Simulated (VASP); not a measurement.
Ge, 4 atoms in the cell. Symmetry: P6_3/mmc, No. 194, hexagonal system. The conventional cell has a = 2.887 Å, b = 2.887 Å, c = 9.202 Å, α = 90.00°, β = 90.00°, γ = 120.00°. Within 3.7 Å of Ge (site symmetry -3m) lie 12 Ge at 2.84 to 2.89 Å. Within 3.7 Å of Ge (site symmetry -6m2) lie 12 Ge at 2.84 to 2.89 Å. This isn't the form of Ge at room conditions, which is diamond.

| Property | Result |
| --- | --- |
| Program | VASP 6.6.1 |
| Task | single point |
| Functional | LDA |
| Potentials or basis | VASP PAW LDA potentials, release 64 (Ge_d) |
| Cutoff | 520 eV |
| k mesh | 14 × 14 × 4 |
| Occupations | fermi-dirac, width 0.1 eV |
| Spin | no spin polarisation |
| Dipole correction | no |
| Further INCAR settings | ALGO = Normal; EDIFF = 1e-06; NBANDS = 36 |

Potentials or basis: VASP PAW LDA potentials, release 64 (Ge_d).

Command:

```console
$ cat potpaw_LDA.64/Ge_d/POTCAR > POTCAR
$ mpirun -np 1 vasp_std > vasp.out
```

Hardware: 1 thread of Intel(R) Xeon(R) 6975P-C (Granite Rapids), with other jobs on the host.

**Question.** How long does it take, and how much memory?

**Answer.** Wall time 51 s on 1 thread of Intel(R) Xeon(R) 6975P-C (Granite Rapids), with other jobs on the host, peak memory 0.24 GiB. Counts: scf iterations 12, k points 72.
